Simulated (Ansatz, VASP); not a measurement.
# Te2P in VASP and in Ansatz

```xyz
3
Lattice="5.2600 0.0000 0.0000 -2.6300 4.5553 0.0000 0.0000 0.0000 3.0976" Properties=species:S:1:pos:R:3 pbc="T T T"
Te    0.0000    3.0369    1.5488
Te    2.6300    1.5184    1.5488
P     0.0000    0.0000    0.0000
```

Alike in both runs: task relaxation of cell and atoms; functional PBE; k mesh 9 × 9 × 14; occupations gaussian, width 0.1 eV; no spin polarisation.

|  | VASP | Ansatz |
| --- | --- | --- |
| version | VASP 6.6.1 | Ansatz 0.2.0 |
| potentials or method | VASP PAW PBE potentials, release 64 (Te, P), cutoff 600 eV | scalar-relativistic, plane waves, PAW |
| valence electrons in the cell | 17 | 37 |

Ansatz gave:

```
gap on the k mesh at the Fermi level, each at its own relaxed structure (eV) : none
relaxed volume (Å³/atom)                                                     : 24.89
relaxed length of the cell vector where the two differ most in proportion (Å)              : 3.052
```

Task: Which values does VASP return?

Result: gap on the k mesh at the Fermi level, each at its own relaxed structure (eV): none; relaxed volume (Å³/atom): 24.84; relaxed length of the cell vector where the two differ most in proportion (Å): 3.048.

A gap of «none» marks a metal or a gap that the smearing closes. VASP's potentials hold 17 valence electrons a cell and Ansatz's 37, so a difference there can come from the potentials and not from the codes.

Neither program's run includes spin-orbit coupling. Noted on VASP's run: too few bands were computed for a metal, which touches its energy and stress.
